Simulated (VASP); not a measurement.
# Rh (Pm-3m) in VASP: further runs, part 2 of 2

VASP 6.6.1. Earlier steps stand in the parts before.

### 3 Single point, r2SCAN (17.79 Å³/atom)

This run uses another cell than the first one, of 17.79 Å³/atom.

Contents of POSCAR:

```
Rh
1.0
    2.6106414186      0.0000000000      0.0000000000
    0.0000000000      2.6106414186      0.0000000000
    0.0000000000      0.0000000000      2.6106414186
Rh
1
Direct
    0.0000000000      0.0000000000      0.0000000000
```

Contents of INCAR.step1:

```
  ALGO = Normal
  EDIFF = 1E-5
  ENCUT = 550
  GGA = PE
  GGA_COMPAT = False
  ISMEAR = -1
  LASPH = True
  LCHARG = False
  LREAL = False
  LWAVE = True
  NBANDS = 14
  NELM = 120
  PREC = Accurate
  SIGMA = 0.1
```

Contents of INCAR.step2:

```
  ALGO = Normal
  EDIFF = 1E-6
  ENCUT = 550
  GGA_COMPAT = False
  ISIF = 2
  ISMEAR = -1
  ISTART = 1
  LASPH = True
  LCHARG = False
  LMIXTAU = True
  LREAL = False
  LWAVE = False
  METAGGA = R2SCAN
  NBANDS = 14
  NELM = 120
  PREC = Accurate
  SIGMA = 0.1
```

Contents of KPOINTS:

```
k-points
0
Gamma
  14 14 14
```

Potentials or basis: VASP PAW PBE potentials, release 64 (Rh_pv).

Started as:

```bash
> cat potpaw_PBE.64/Rh_pv/POTCAR > POTCAR
> cp INCAR.step1 INCAR
> mpirun -np 1 vasp_std > vasp.out
> cp INCAR.step2 INCAR
> mpirun -np 1 vasp_std > vasp.out
```

OUTCAR:

```text
EDIFF = 1E-6
   ENCUT = 550
   ISIF = 2
   ISMEAR = -1
   ISTART = 1
   LASPH = True
   LREAL = False
   METAGGA = R2SCAN
   NELM = 120
   PREC = Accurate

 ion  position               nearest neighbor table
   1  0.000  0.000  0.000-

  LATTYP: Found a simple cubic cell.
 ALAT       =     2.6106414186

  Lattice vectors:

 A1 = (   2.6106414186,   0.0000000000,   0.0000000000)
 A2 = (   0.0000000000,   2.6106414186,   0.0000000000)
 A3 = (   0.0000000000,   0.0000000000,   2.6106414186)

Analysis of symmetry for initial positions (statically):
=====================================================================
 Subroutine PRICEL returns:
 Original cell was already a primitive cell.

 Routine SETGRP: Setting up the symmetry group for a
 simple cubic supercell.

 Subroutine GETGRP returns: Found 48 space group operations
 (whereof 48 operations were pure point group operations)
 out of a pool of 48 trial point group operations.

The static configuration has the point symmetry O_h .

Analysis of symmetry for dynamics (positions and initial velocities):
=====================================================================
 Subroutine PRICEL returns:
 Original cell was already a primitive cell.

 Routine SETGRP: Setting up the symmetry group for a
 simple cubic supercell.

 Subroutine GETGRP returns: Found 48 space group operations
 (whereof 48 operations were pure point group operations)
 out of a pool of 48 trial point group operations.

The dynamic configuration has the point symmetry O_h .

 Subroutine INISYM returns: Found 48 space group operations
 (whereof 48 operations are pure point group operations),
 and found     1 'primitive' translations

----------------------------------------------------------------------------------------

                                     Primitive cell

  volume of cell :      17.7927

  direct lattice vectors                    reciprocal lattice vectors
     2.610641419  0.000000000  0.000000000     0.383047627  0.000000000  0.000000000
     0.000000000  2.610641419  0.000000000     0.000000000  0.383047627  0.000000000
     0.000000000  0.000000000  2.610641419     0.000000000  0.000000000  0.383047627

  length of vectors
     2.610641419  2.610641419  2.610641419     0.383047627  0.383047627  0.383047627

  position of ions in fractional coordinates (direct lattice)
     0.000000000  0.000000000  0.000000000

  ion indices of the primitive-cell ions
   primitive index   ion index
                 1           1

----------------------------------------------------------------------------------------

 KPOINTS: k-points

Automatic generation of k-mesh.
 Grid dimensions read from file:
 generate k-points for:   14   14   14

 Generating k-lattice:

  Cartesian coordinates                     Fractional coordinates (reciprocal lattice)
     0.027360545  0.000000000  0.000000000     0.071428571  0.000000000  0.000000000
     0.000000000  0.027360545  0.000000000     0.000000000  0.071428571  0.000000000
     0.000000000  0.000000000  0.027360545     0.000000000  0.000000000  0.071428571

  Length of vectors
     0.027360545  0.027360545  0.027360545

  Shift w.r.t. Gamma in fractional coordinates (k-lattice)
     0.000000000  0.000000000  0.000000000

 Subroutine IBZKPT returns following result:
 ===========================================

 Found    120 irreducible k-points:

 Following reciprocal coordinates:
            Coordinates               Weight
  0.000000  0.000000  0.000000      1.000000
  0.071429  0.000000  0.000000      6.000000
  0.142857  0.000000  0.000000      6.000000
  0.214286  0.000000  0.000000      6.000000
  0.285714  0.000000  0.000000      6.000000
  0.357143  0.000000  0.000000      6.000000
[... 16 lines left out ...]
  0.285714  0.214286  0.000000     24.000000
  0.357143  0.214286  0.000000     24.000000
 [... further k-points ...]
   k-points           NKPTS =    120   k-points in BZ     NKDIM =    120   number of bands    NBANDS=     14
   number of dos      NEDOS =    301   number of ions     NIONS =      1
   total plane-waves  NPLWV =   8000
   dimension x,y,z NGX =    20 NGY =   20 NGZ =   20
   dimension x,y,z NGXF=    40 NGYF=   40 NGZF=   40
   ions per type =               1
   NGX,Y,Z   is equivalent  to a cutoff of  12.74, 12.74, 12.74 a.u.
   NGXF,Y,Z  is equivalent  to a cutoff of  25.47, 25.47, 25.47 a.u.
 SYSTEM =  unknown system
   PREC   = accura    normal or accurate (medium, high low for compatibility)
   ISTART =      1    job   : 0-new  1-cont  2-samecut
   ICHARG =      0    charge: 1-file 2-atom 10-const
   ISPIN  =      1    spin polarized calculation?
   LNONCOLLINEAR =      F non collinear calculations
   LSORBIT =      F    spin-orbit coupling
   LASPH  =      T    aspherical Exc in radial PAW
   ENCUT  =  550.0 eV  40.42 Ry    6.36 a.u.   4.99  4.99  4.99*2*pi/ulx,y,z
   NELM   =    120;   NELMIN=  2; NELMDL=  0     # of ELM steps
   EDIFF  = 0.1E-05   stopping-criterion for ELM
   LREAL  =      F    real-space projection
   EDIFFG = 0.1E-04   stopping-criterion for IOM
   NSW    =      0    number of steps for IOM
   IBRION =     -1    ionic relax: 0-MD 1-quasi-New 2-CG
   NFREE  =      0    steps in history (QN), initial steepest desc. (CG)
   ISIF   =      2    stress and relaxation
   ISYM   =      2    0-nonsym 1-usesym 2-fastsym
   POTIM  = 0.5000    time-step for ionic-motion
   TEBEG  =    0.0;   TEEND  =   0.0 temperature during run
   PSTRESS=    0.0 pullay stress
   NELECT =      15.0000    total number of electrons
   NUPDOWN=      -1.0000    fix difference up-down
   EMIN   =  10.00;   EMAX   =-10.00  energy-range for DOS
   EFERMI =   0.00;   METHOD = LEGACY
   ISMEAR =    -1;   SIGMA  =   0.10  broadening in eV -4-tet -1-fermi 0-gaus
   EFERMI_NEDOS =   21; number of points for ismear=-14 and -15
   IALGO  =     38    algorithm
   IMIX   =      4    mixing-type and parameters
     AMIX     =   0.40;   BMIX     =  1.00
     AMIX_MAG =   1.60;   BMIX_MAG =  1.00
  volume/ion in A,a.u.               =      17.79       120.07
  Fermi-wavevector in a.u.,A,eV,Ry     =   1.546529  2.922516 32.541755  2.391751
  Thomas-Fermi vector in A             =   2.651752
   LORBIT       =      0    0 simple, 1 ext, 2 COOP (PROOUT), +10 PAW based schemes
   METAGGA = R2SCAN    functional components
   LHFCALC =     F    Hartree Fock is set to
   AEXX    =    0.0000 exact exchange contribution
   IVDW    =     0    specifies the selected vdW correction
   LEPSILON=     F    determine dielectric tensor
   LRPA    =     F    only Hartree local field effects (RPA)
 non-spin polarized calculation
  energy-cutoff  :      550.00
  volume of cell :       17.79
 maximum number of plane-waves:       552
 NGX is ok and might be reduce to    20
   NGX =  9   NGY =  9   NGZ =  9

 number of electron      14.9999998 magnetization

 Free energy of the ion-electron system (eV)
  ---------------------------------------------------
  ext. energy  EPLUGINS =         0.00000000
  ---------------------------------------------------
  free energy    TOTEN  =       -23.26920783 eV

  energy without entropy =      -23.20872689  energy(sigma->0) =      -23.23896736

 E-fermi :   7.7769     XC(G=0): -13.0633

 val. band max:        7.7654553343   @ k =   0.2857   0.2143   0.0714
 cond. band min:       7.7830879482   @ k =   0.2857   0.2143   0.0000
 fundamental gap:      0.0176326139
 Fermi energy:         7.7769016470

 k-point     1 :       0.0000    0.0000    0.0000
  band No.  band energies     occupation
      1     -39.4781      2.00000
      2     -39.4781      2.00000
      3     -39.4781      2.00000
      4       1.5584      2.00000
      5       3.1316      2.00000
      6       3.1316      2.00000
      7       8.4113      0.00351
      8       8.4113      0.00351
      9       8.4113      0.00351
     10      24.6570      0.00000
     11      24.6570      0.00000
     12      24.6570      0.00000
     13      26.0860      0.00000
     14      31.6283      0.00000
[... 375 lines left out ...]
 k-point    24 :       0.3571    0.2143    0.0000
  band No.  band energies     occupation
      1     -39.9120      2.00000
      2     -39.6555      2.00000
      3     -39.4215      2.00000
      4       3.7800      2.00000
      5       4.4909      2.00000
      6       5.5575      2.00000
      7       6.9774      1.99933
      8       7.8285      0.74740
      9       8.3638      0.00563
     10      16.4791      0.00000
     11      22.9952      0.00000
     12      26.0862      0.00000
     13      27.5552      0.00000
     14      30.6982      0.00000

 [... further k-points ...]

------------------------ aborting loop because EDIFF is reached ----------------------------------------

  FORCE on cell =-STRESS in cart. coord.  units (eV):
  Direction    XX          YY          ZZ          XY          YZ          ZX
  --------------------------------------------------------------------------------------
  -------------------------------------------------------------------------------------
  Total       -1.8500300     -1.8500300     -1.8500300     -0.0000000      0.0000000     -0.0000000
  in kB     -166.5895176   -166.5895176   -166.5895176     -0.0000000      0.0000000     -0.0000000
  external PRESSURE =    -166.5895176 kB  Pullay stress =       0.0000000 kB

 VOLUME and BASIS-vectors are now :
 -----------------------------------------------------------------------------
  energy-cutoff  :      550.00
  volume of cell :       17.79
      direct lattice vectors                 reciprocal lattice vectors
     2.610641419  0.000000000  0.000000000     0.383047627  0.000000000  0.000000000
     0.000000000  2.610641419  0.000000000     0.000000000  0.383047627  0.000000000
     0.000000000  0.000000000  2.610641419     0.000000000  0.000000000  0.383047627

 POSITION                                       TOTAL-FORCE (eV/Angst)
 -----------------------------------------------------------------------------------
      0.00000      0.00000      0.00000         0.000000      0.000000      0.000000
 -----------------------------------------------------------------------------------
    total drift:                                0.000000      0.000000      0.000000

  FREE ENERGIE OF THE ION-ELECTRON SYSTEM (eV)
  ---------------------------------------------------
  free  energy   TOTEN  =       -23.2692078287 eV

  energy  without entropy=      -23.2087268853  energy(sigma->0) =      -23.23896736
```

OUTCAR.step1:

```text
EDIFF = 1E-5
   ENCUT = 550
   GGA = PE
   ISMEAR = -1
   LASPH = True
[... 623 lines left out ...]

 POSITION                                       TOTAL-FORCE (eV/Angst)
 -----------------------------------------------------------------------------------
      0.00000      0.00000      0.00000         0.000000      0.000000      0.000000
 -----------------------------------------------------------------------------------
    total drift:                                0.000000      0.000000      0.000000

  FREE ENERGIE OF THE ION-ELECTRON SYSTEM (eV)
  ---------------------------------------------------
  free  energy   TOTEN  =        -6.4384805257 eV

  energy  without entropy=       -6.3746747298  energy(sigma->0) =       -6.40657763
```

OSZICAR.step1:

```text
N       E                     dE             d eps       ncg     rms          rms(c)
DAV:   1     0.128124821086E+03    0.12812E+03   -0.91062E+03  3372   0.113E+03
DAV:   2    -0.500396124526E+01   -0.13313E+03   -0.12647E+03  3624   0.341E+02
DAV:   3    -0.671156520074E+01   -0.17076E+01   -0.17028E+01  4062   0.429E+01
DAV:   4    -0.672085835590E+01   -0.92932E-02   -0.92921E-02  3954   0.323E+00
DAV:   5    -0.672098817674E+01   -0.12982E-03   -0.12982E-03  4308   0.344E-01    0.605E+00
DAV:   6    -0.644039009429E+01    0.28060E+00   -0.57612E-01  3948   0.997E+00    0.219E+00
DAV:   7    -0.643913529301E+01    0.12548E-02   -0.11541E-02  4098   0.896E-01    0.126E+00
DAV:   8    -0.643849887368E+01    0.63642E-03   -0.16815E-03  3966   0.490E-01    0.340E-02
DAV:   9    -0.643847982010E+01    0.19054E-04   -0.47099E-05  4338   0.899E-02    0.138E-02
DAV:  10    -0.643848052575E+01   -0.70565E-06   -0.33226E-06  2748   0.202E-02
   1 F= -.64384805E+01 E0= -.64065776E+01  d E =-.638058E-01
```

It took 32 s on 1 thread of Intel Xeon 6975P-C (Granite Rapids), shared host; peak memory 0.15 GiB.

Results:

```
Free energy            : -23.2692 eV
Pressure               : -16.7 GPa
Band gap on the k mesh : zero (an odd number of electrons rules out a gap without spin polarisation)
```

Levels at points of the mesh, in eV from the Fermi level:
| k point | band 5 | band 6 | band 7 | band 8 | band 9 | band 10 |
| --- | --- | --- | --- | --- | --- | --- |
| (0.00, 0.00, 0.00) | -4.65 | -4.65 | 0.63 | 0.63 | 0.63 | 16.88 |
| (0.50, 0.00, 0.00) | -3.97 | -1.23 | -1.23 | 0.47 | 0.81 | 5.82 |
| (0.50, 0.50, 0.00) | -3.34 | -0.88 | -0.88 | 2.06 | 5.78 | 5.78 |
| (0.50, 0.50, 0.50) | -3.98 | -3.98 | 2.18 | 2.18 | 11.05 | 11.77 |

Caveat: the cell stands under tension; the PAW data sets were made with another functional, which shifts forces and pressure a little.

### 4 Single point, r2SCAN

This run uses another cell than the first one, of 15.89 Å³/atom.

Contents of POSCAR:

```
Rh
1.0
    2.5138607453      0.0000000000      0.0000000000
    0.0000000000      2.5138607453      0.0000000000
    0.0000000000      0.0000000000      2.5138607453
Rh
1
Direct
    0.0000000000      0.0000000000      0.0000000000
```

Contents of INCAR.step1:

```
  PREC = Accurate
  ENCUT = 550
  ISMEAR = -1
  SIGMA = 0.1
  LREAL = False
  LASPH = True
  NELM = 120
  NBANDS = 14
  GGA = PE
  ALGO = Normal
  EDIFF = 1E-5
  LWAVE = True
  LCHARG = False
  GGA_COMPAT = False
```

Contents of INCAR.step2:

```
  PREC = Accurate
  ENCUT = 550
  EDIFF = 1E-6
  ISMEAR = -1
  SIGMA = 0.1
  LREAL = False
  LASPH = True
  NELM = 120
  ALGO = Normal
  ISIF = 2
  LWAVE = False
  LCHARG = False
  METAGGA = R2SCAN
  LMIXTAU = True
  NBANDS = 14
  ISTART = 1
  GGA_COMPAT = False
```

Contents of KPOINTS:

```
regular mesh
0
Gamma
  20 20 20
```

Started as:

```bash
> cat potpaw_PBE.64/Rh_pv/POTCAR > POTCAR
> cp INCAR.step1 INCAR
> mpirun -np 1 vasp_std > vasp.out
> cp INCAR.step2 INCAR
> mpirun -np 1 vasp_std > vasp.out
```

Wall time 70 s (1 thread of Intel Xeon 6975P-C (Granite Rapids), shared host); peak memory 0.17 GiB.

Results (log left out):

- Free energy: -23.3694 eV
- Pressure: 0.9 GPa
- Band gap on the k mesh: zero (an odd number of electrons rules out a gap without spin polarisation)

Levels at points of the mesh, in eV from the Fermi level:
```csv
k point,band 5,band 6,band 7,band 8,band 9,band 10
"(0.00, 0.00, 0.00)",-5.47,-5.47,0.79,0.79,0.79,17.78
"(0.50, 0.00, 0.00)",-4.54,-1.47,-1.47,0.19,1.01,6.68
"(0.50, 0.50, 0.00)",-3.88,-1.04,-1.04,2.49,6.08,6.08
"(0.50, 0.50, 0.50)",-4.75,-4.75,2.63,2.63,10.88,12.88
```

Caveat: the PAW data sets were made with another functional, which shifts forces and pressure a little.

### 5 Summary

| cell | k mesh | gap on the mesh (eV) | pressure (GPa) |
| --- | --- | --- | --- |
| a = 2.579 Å, 1 atom | 14 × 14 × 14 | none | -12.2 |
| a = 2.611 Å, 1 atom | 14 × 14 × 14 | none | -16.7 |
| a = 2.514 Å, 1 atom | 20 × 20 × 20 | none | 0.9 |

Alike in all rows: task single point; level r2SCAN; potentials or basis VASP PAW PBE potentials, release 64 (Rh_pv); no spin polarisation; cutoff (eV) 550; smearing fermi-dirac 0.1 eV.

Caveats: the PAW data sets were made with another functional, which shifts forces and pressure a little; the cell stands under tension (at least some runs).

Absolute energies hang on the potentials; compare differences alone.
